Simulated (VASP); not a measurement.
# CuO (zincblende type) (F-43m) in VASP: a series of runs

The runs below take CuO (zincblende type) through single point, with PBE, PBE+U.

Program: VASP 6.6.1. These are calculated values, not measurements. Logs are shortened: lines on timing, memory, paths and dates and some standing lists are left out, and cuts for length are marked.

### Step 1. The cell of the first run

It takes space group F-43m (No. 216, cubic). The conventional cell has a = 4.524 Å, b = 4.524 Å, c = 4.524 Å, α = 90.00°, β = 90.00°, γ = 90.00°. Within 2.6 Å of Cu (site symmetry -43m) lie 4 O at 1.96 Å. O (site symmetry -43m) has 4 Cu at 1.96 Å within 2.6 Å.

### Step 2. Single point, PBE

INCAR reads:

```
SYSTEM = CuO
  ALGO = Normal
  EDIFF = 1E-6
  ENCUT = 520
  GGA = PE
  ISIF = 2
  ISMEAR = -1
  LASPH = .True.
  LCHARG = .False.
  LREAL = .False.
  LWAVE = .False.
  NBANDS = 16
  NELM = 100
  PREC = Accurate
  SIGMA = 0.05
```

KPOINTS reads:

```
k-points
0
Gamma
  5 5 5
  0 0 0
```

POSCAR reads:

```
CuO
1.0
    0.0000000000      2.2618016073      2.2618016073
    2.2618016073      0.0000000000      2.2618016073
    2.2618016073      2.2618016073      0.0000000000
Cu O
1 1
Direct
    0.0000000000      0.0000000000      0.0000000000
    0.2500000000      0.2500000000      0.2500000000
```

Potentials or basis: VASP PAW PBE potentials, release 64 (Cu, O).

Run with:

```console
$ cat potpaw_PBE.64/Cu/POTCAR potpaw_PBE.64/O/POTCAR > POTCAR
$ mpirun -np 1 vasp_std > vasp.out
```

OUTCAR:

```text
SYSTEM = CuO
   EDIFF = 1E-6
   ENCUT = 520
   GGA = PE
   ISIF = 2
   ISMEAR = -1
   LASPH = .True.
   LREAL = .False.
   NELM = 100
   PREC = Accurate

 ion  position               nearest neighbor table
   1  0.000  0.000  0.000-   2 1.96   2 1.96   2 1.96   2 1.96
   2  0.250  0.250  0.250-   1 1.96   1 1.96   1 1.96   1 1.96

  LATTYP: Found a face centered cubic cell.
 ALAT       =     4.5236032146

  Lattice vectors:

 A1 = (   0.0000000000,   2.2618016073,   2.2618016073)
 A2 = (   2.2618016073,   0.0000000000,   2.2618016073)
 A3 = (   2.2618016073,   2.2618016073,   0.0000000000)

Analysis of symmetry for initial positions (statically):
=====================================================================
 Subroutine PRICEL returns:
 Original cell was already a primitive cell.

 Routine SETGRP: Setting up the symmetry group for a
 face centered cubic supercell.

 Subroutine GETGRP returns: Found 24 space group operations
 (whereof 24 operations were pure point group operations)
 out of a pool of 48 trial point group operations.

The static configuration has the point symmetry T_d .

Analysis of symmetry for dynamics (positions and initial velocities):
=====================================================================
 Subroutine PRICEL returns:
 Original cell was already a primitive cell.

 Routine SETGRP: Setting up the symmetry group for a
 face centered cubic supercell.

 Subroutine GETGRP returns: Found 24 space group operations
 (whereof 24 operations were pure point group operations)
 out of a pool of 48 trial point group operations.

The dynamic configuration has the point symmetry T_d .

 Subroutine INISYM returns: Found 24 space group operations
 (whereof 24 operations are pure point group operations),
 and found     1 'primitive' translations

----------------------------------------------------------------------------------------

                                     Primitive cell

  volume of cell :      23.1416

  direct lattice vectors                    reciprocal lattice vectors
     0.000000000  2.261801607  2.261801607    -0.221062713  0.221062713  0.221062713
     2.261801607  0.000000000  2.261801607     0.221062713 -0.221062713  0.221062713
     2.261801607  2.261801607  0.000000000     0.221062713  0.221062713 -0.221062713

  length of vectors
     3.198670508  3.198670508  3.198670508     0.382891851  0.382891851  0.382891851

  position of ions in fractional coordinates (direct lattice)
     0.000000000  0.000000000  0.000000000
     0.250000000  0.250000000  0.250000000

  ion indices of the primitive-cell ions
   primitive index   ion index
                 1           1
                 2           2

----------------------------------------------------------------------------------------

 KPOINTS: k-points

Automatic generation of k-mesh.
 Grid dimensions read from file:
 generate k-points for:    5    5    5

 Generating k-lattice:

  Cartesian coordinates                     Fractional coordinates (reciprocal lattice)
    -0.044212543  0.044212543  0.044212543     0.200000000  0.000000000  0.000000000
     0.044212543 -0.044212543  0.044212543     0.000000000  0.200000000  0.000000000
     0.044212543  0.044212543 -0.044212543     0.000000000  0.000000000  0.200000000

  Length of vectors
     0.076578370  0.076578370  0.076578370

  Shift w.r.t. Gamma in fractional coordinates (k-lattice)
     0.000000000  0.000000000  0.000000000

 Subroutine IBZKPT returns following result:
 ===========================================

 Found     10 irreducible k-points:

 Following reciprocal coordinates:
            Coordinates               Weight
  0.000000  0.000000  0.000000      1.000000
  0.200000  0.000000  0.000000      8.000000
  0.400000  0.000000  0.000000      8.000000
  0.200000  0.200000  0.000000      6.000000
  0.400000  0.200000  0.000000     24.000000
 -0.400000  0.200000  0.000000     24.000000
 -0.200000  0.200000  0.000000     12.000000
  0.400000  0.400000  0.000000      6.000000
 -0.400000  0.400000  0.000000     12.000000
 -0.400000  0.400000  0.200000     24.000000
   k-points           NKPTS =     10   k-points in BZ     NKDIM =     10   number of bands    NBANDS=     16
   number of dos      NEDOS =    301   number of ions     NIONS =      2
   total plane-waves  NPLWV =  13824
   dimension x,y,z NGX =    24 NGY =   24 NGZ =   24
   dimension x,y,z NGXF=    48 NGYF=   48 NGZF=   48
   ions per type =               1   1
   NGX,Y,Z   is equivalent  to a cutoff of  12.47, 12.47, 12.47 a.u.
   NGXF,Y,Z  is equivalent  to a cutoff of  24.95, 24.95, 24.95 a.u.
 SYSTEM =  CuO
   PREC   = accura    normal or accurate (medium, high low for compatibility)
   ISTART =      0    job   : 0-new  1-cont  2-samecut
   ICHARG =      2    charge: 1-file 2-atom 10-const
   ISPIN  =      1    spin polarized calculation?
   LNONCOLLINEAR =      F non collinear calculations
   LSORBIT =      F    spin-orbit coupling
   LASPH  =      T    aspherical Exc in radial PAW
   ENCUT  =  520.0 eV  38.22 Ry    6.18 a.u.   5.95  5.95  5.95*2*pi/ulx,y,z
   NELM   =    100;   NELMIN=  2; NELMDL= -5     # of ELM steps
   EDIFF  = 0.1E-05   stopping-criterion for ELM
   LREAL  =      F    real-space projection
   EDIFFG = 0.1E-04   stopping-criterion for IOM
   NSW    =      0    number of steps for IOM
   IBRION =     -1    ionic relax: 0-MD 1-quasi-New 2-CG
   NFREE  =      0    steps in history (QN), initial steepest desc. (CG)
   ISIF   =      2    stress and relaxation
   ISYM   =      2    0-nonsym 1-usesym 2-fastsym
   POTIM  = 0.5000    time-step for ionic-motion
   TEBEG  =    0.0;   TEEND  =   0.0 temperature during run
   PSTRESS=    0.0 pullay stress
   NELECT =      17.0000    total number of electrons
   NUPDOWN=      -1.0000    fix difference up-down
   EMIN   =  10.00;   EMAX   =-10.00  energy-range for DOS
   EFERMI =   0.00;   METHOD = LEGACY
   ISMEAR =    -1;   SIGMA  =   0.05  broadening in eV -4-tet -1-fermi 0-gaus
   EFERMI_NEDOS =   21; number of points for ismear=-14 and -15
   IALGO  =     38    algorithm
   IMIX   =      4    mixing-type and parameters
     AMIX     =   0.40;   BMIX     =  1.00
     AMIX_MAG =   1.60;   BMIX_MAG =  1.00
  volume/ion in A,a.u.               =      11.57        78.08
  Fermi-wavevector in a.u.,A,eV,Ry     =   1.477157  2.791422 29.687811  2.181993
  Thomas-Fermi vector in A             =   2.591595
   LORBIT       =      0    0 simple, 1 ext, 2 COOP (PROOUT), +10 PAW based schemes
   GGA     = PE    functional components
   LHFCALC =     F    Hartree Fock is set to
   AEXX    =    0.0000 exact exchange contribution
   IVDW    =     0    specifies the selected vdW correction
   LEPSILON=     F    determine dielectric tensor
   LRPA    =     F    only Hartree local field effects (RPA)
 non-spin polarized calculation
  energy-cutoff  :      520.00
  volume of cell :       23.14
 maximum number of plane-waves:       635
   NGX = 11   NGY = 11   NGZ = 11

 number of electron      17.0000022 magnetization

 Free energy of the ion-electron system (eV)
  ---------------------------------------------------
  ext. energy  EPLUGINS =         0.00000000
  ---------------------------------------------------
  free energy    TOTEN  =        -9.57776186 eV

  energy without entropy =       -9.56366631  energy(sigma->0) =       -9.57071409

 E-fermi :   3.9536     XC(G=0): -11.0397

 val. band max:        3.9329999956   @ k =   0.2000   0.2000   0.0000
 cond. band min:       4.0903584388   @ k =   0.4000   0.0000   0.0000
 fundamental gap:      0.1573584432
 Fermi energy:         3.9536354685

 k-point     1 :       0.0000    0.0000    0.0000
  band No.  band energies     occupation
      1     -14.8907      2.00000
      2      -0.8817      2.00000
      3      -0.8817      2.00000
      4      -0.8817      2.00000
      5       1.9815      2.00000
      6       1.9815      2.00000
[... 8 lines left out ...]
     15      25.0696      0.00000
     16      25.0819      0.00000

 k-point     2 :       0.2000    0.0000    0.0000
  band No.  band energies     occupation
      1     -14.6741      2.00000
      2      -1.3867      2.00000
      3      -0.7738      2.00000
      4      -0.7738      2.00000
      5       1.9605      2.00000
      6       1.9605      2.00000
[... 8 lines left out ...]
     15      23.6711      0.00000
     16      23.6711      0.00000

 k-point     3 :       0.4000    0.0000    0.0000
  band No.  band energies     occupation
      1     -14.3033      2.00000
      2      -1.9086      2.00000
      3      -0.6253      2.00000
      4      -0.6253      2.00000
      5       2.0543      2.00000
      6       2.0543      2.00000
[... 8 lines left out ...]
     15      25.0357      0.00000
     16      25.0358      0.00000

 k-point     4 :       0.2000    0.2000    0.0000
  band No.  band energies     occupation
      1     -14.6036      2.00000
      2      -1.5211      2.00000
      3      -0.7040      2.00000
      4      -0.7040      2.00000
      5       1.8006      2.00000
      6       2.0598      2.00000
[... 8 lines left out ...]
     15      27.8476      0.00000
     16      28.0969      0.00000

 k-point     5 :       0.4000    0.2000    0.0000
  band No.  band energies     occupation
      1     -14.2863      2.00000
      2      -1.7906      2.00000
      3      -0.6475      2.00000
      4      -0.5185      2.00000
      5       1.8242      2.00000
      6       2.1242      2.00000
[... 8 lines left out ...]
     15      26.9550      0.00000
     16      27.3802      0.00000

 k-point     6 :      -0.4000    0.2000    0.0000
  band No.  band energies     occupation
      1     -14.1592      2.00000
      2      -1.6084      2.00000
      3      -0.8724      2.00000
      4      -0.4826      2.00000
      5       1.9023      2.00000
      6       2.0186      2.00000
[... 8 lines left out ...]
     15      25.6282      0.00000
     16      27.0246      0.00000

 k-point     7 :      -0.2000    0.2000    0.0000
  band No.  band energies     occupation
      1     -14.4061      2.00000
      2      -1.6224      2.00000
      3      -0.8015      2.00000
      4      -0.6278      2.00000
      5       1.8730      2.00000
      6       2.0815      2.00000
[... 8 lines left out ...]
     15      23.7517      0.00000
     16      27.3328      0.00000

 k-point     8 :       0.4000    0.4000    0.0000
  band No.  band energies     occupation
      1     -14.1251      2.00000
      2      -2.0385      2.00000
      3      -0.2709      2.00000
      4      -0.2709      2.00000
      5       1.6663      2.00000
      6       2.1877      2.00000
[... 8 lines left out ...]
     15      26.6203      0.00000
     16      29.7950      0.00000

 k-point     9 :      -0.4000    0.4000    0.0000
  band No.  band energies     occupation
      1     -14.0473      2.00000
      2      -1.7759      2.00000
      3      -0.4620      2.00000
      4      -0.2546      2.00000
      5       1.6442      2.00000
      6       2.1130      2.00000
[... 8 lines left out ...]
     15      27.7663      0.00000
     16      29.1315      0.00000

 k-point    10 :      -0.4000    0.4000    0.2000
  band No.  band energies     occupation
      1     -14.0919      2.00000
      2      -1.5355      2.00000
      3      -0.8459      2.00000
      4      -0.2837      2.00000
      5       1.8138      2.00000
      6       1.9800      2.00000
[... 8 lines left out ...]
     15      25.7733      0.00000
     16      28.8695      0.00000

------------------------ aborting loop because EDIFF is reached ----------------------------------------

  FORCE on cell =-STRESS in cart. coord.  units (eV):
  Direction    XX          YY          ZZ          XY          YZ          ZX
  --------------------------------------------------------------------------------------
  -------------------------------------------------------------------------------------
  Total        0.0770321      0.0770321      0.0770321      0.0000000      0.0000000      0.0000000
  in kB        5.3332080      5.3332080      5.3332080      0.0000000      0.0000000      0.0000000
  external PRESSURE =       5.3332080 kB  Pullay stress =       0.0000000 kB

 VOLUME and BASIS-vectors are now :
 -----------------------------------------------------------------------------
  energy-cutoff  :      520.00
  volume of cell :       23.14
      direct lattice vectors                 reciprocal lattice vectors
     0.000000000  2.261801607  2.261801607    -0.221062713  0.221062713  0.221062713
     2.261801607  0.000000000  2.261801607     0.221062713 -0.221062713  0.221062713
     2.261801607  2.261801607  0.000000000     0.221062713  0.221062713 -0.221062713

 POSITION                                       TOTAL-FORCE (eV/Angst)
 -----------------------------------------------------------------------------------
      0.00000      0.00000      0.00000        -0.000000     -0.000000     -0.000000
      1.13090      1.13090      1.13090         0.000000      0.000000      0.000000
 -----------------------------------------------------------------------------------
    total drift:                                0.000001      0.000001      0.000002

  FREE ENERGIE OF THE ION-ELECTRON SYSTEM (eV)
  ---------------------------------------------------
  free  energy   TOTEN  =        -9.5777618633 eV

  energy  without entropy=       -9.5636663113  energy(sigma->0) =       -9.57071409
```

Wall time 9 s (1 thread of Intel Xeon 8259CL, shared host); peak memory 0.13 GiB.

What came out:

```
Free energy            : -9.5778 eV
Pressure               : 0.5 GPa
Band gap on the k mesh : zero (an odd number of electrons rules out a gap without spin polarisation)
```

Caveat: the k points lie up to 0.48 Å⁻¹ apart, too coarse for converged energies and pressures of a metal; an odd number of electrons without spin polarisation forces a metal; a magnetic or distorted state may lie lower; semilocal functionals often make such compounds metallic where correlation or magnetic order opens a gap, which also shifts bond lengths.

### Step 3. Single point, PBE

INCAR reads:

```
PREC = Accurate
ENCUT = 520
EDIFF = 1E-6
ISMEAR = -1
SIGMA = 0.05
LREAL = F
LASPH = T
NELM = 100
ALGO = Normal
ISIF = 2
LWAVE = F
LCHARG = F
GGA = PE
NBANDS = 16
```

KPOINTS reads:

```
regular mesh
0
Gamma
  8 8 8
```

POSCAR is that of step 2.

Potentials or basis: VASP PAW PBE potentials, release 64 (Cu, O).

Run with:

```console
$ cat potpaw_PBE.64/Cu/POTCAR potpaw_PBE.64/O/POTCAR > POTCAR
$ mpirun -np 1 vasp_std > vasp.out
```

It took 17 s on 1 thread of Intel Xeon 8259CL, shared host; peak memory 0.14 GiB.

Results (log left out):

| Quantity | Value |
| --- | --- |
| Free energy | -9.5699 eV |
| Pressure | 0.5 GPa |
| Band gap on the k mesh | zero (an odd number of electrons rules out a gap without spin polarisation) |

Levels at points of the mesh, in eV from the Fermi level:
```tsv
k point	band 6	band 7	band 8	band 9	band 10	band 11	band 12	band 13
(0.00, 0.00, 0.00)	-2.04	0.80	0.80	0.80	0.98	14.37	14.37	14.37
(0.50, 0.00, 0.00)	-1.93	-1.82	-0.02	-0.02	6.16	7.92	13.98	13.98
(0.50, 0.50, 0.00)	-1.81	-1.40	-1.14	-1.14	5.85	9.98	11.56	14.82
```

Caveat: an odd number of electrons without spin polarisation forces a metal; a magnetic or distorted state may lie lower; semilocal functionals often make such compounds metallic where correlation or magnetic order opens a gap, which also shifts bond lengths.

### Step 4. Single point, PBE+U

INCAR reads:

```
PREC = Accurate ; ENCUT = 520
EDIFF = 1E-7 ; ISMEAR = -1
SIGMA = 0.05 ; LREAL = F
LASPH = T ; NELM = 150
ALGO = Normal ; ISIF = 2
LWAVE = F ; LCHARG = T
LMAXMIX = 4 ; LDAU = T
LDAUTYPE = 2 ; LDAUL = 2 -1
LDAUU = 1 0 ; LDAUJ = 0 0
LDAUPRINT = 1 ; GGA = PE
LELF = T ; LVHAR = T
NBANDS = 16
```

KPOINTS reads:

```
Automatic mesh
0
Gamma
  8 8 8
```

POSCAR is that of step 3.

Run with:

```console
$ cat potpaw_PBE.64/Cu/POTCAR potpaw_PBE.64/O/POTCAR > POTCAR
$ mpirun -np 1 vasp_std > vasp.out
```

Wall time 20 s (1 thread of Intel Xeon 8259CL, shared host); peak memory 0.14 GiB.

It converged, with:

| Item | Value |
| --- | --- |
| Free energy | -9.1867 eV |
| Pressure | 0.1 GPa |
| Band gap on the k mesh | zero (an odd number of electrons rules out a gap without spin polarisation) |

Levels at points of the mesh, in eV from the Fermi level:
```tsv
k point	band 6	band 7	band 8	band 9	band 10	band 11	band 12	band 13
(0.00, 0.00, 0.00)	-2.17	0.81	0.81	0.81	1.13	14.54	14.54	14.54
(0.50, 0.00, 0.00)	-2.05	-1.88	-0.01	-0.01	6.31	8.04	14.11	14.11
(0.50, 0.50, 0.00)	-1.94	-1.48	-1.17	-1.17	5.98	10.14	11.65	14.97
```

Eigenvalues of the final occupation matrices:
```csv
site,spin,trace,eigenvalues
site 1 d,1,4.58,0.89 0.89 0.89 0.95 0.95
site 1 d,2,4.58,0.89 0.89 0.89 0.95 0.95
```

Caveat: an odd number of electrons without spin polarisation forces a metal; a magnetic or distorted state may lie lower; U without spin polarisation on a metal has little footing.

### Step 5. Overview

```tsv
level	U	k mesh	gap on the mesh (eV)	pressure (GPa)
PBE	-	5 × 5 × 5	none	0.5
PBE	-	8 × 8 × 8	none	0.5
PBE+U	Cu d U = 1.0 eV	8 × 8 × 8	none	0.1
```

Alike in all rows: task single point; potentials or basis VASP PAW PBE potentials, release 64 (Cu, O); no spin polarisation; cell as given; cutoff (eV) 520; smearing fermi-dirac 0.05 eV.

Caveats: some runs use coarse meshes; an odd number of electrons without spin polarisation forces a metal; a magnetic or distorted state may lie lower; semilocal functionals often make such compounds metallic where correlation or magnetic order opens a gap, which also shifts bond lengths (at least some runs); U without spin polarisation on a metal has little footing (at least some runs).

Absolute energies hang on the potentials; compare differences alone.
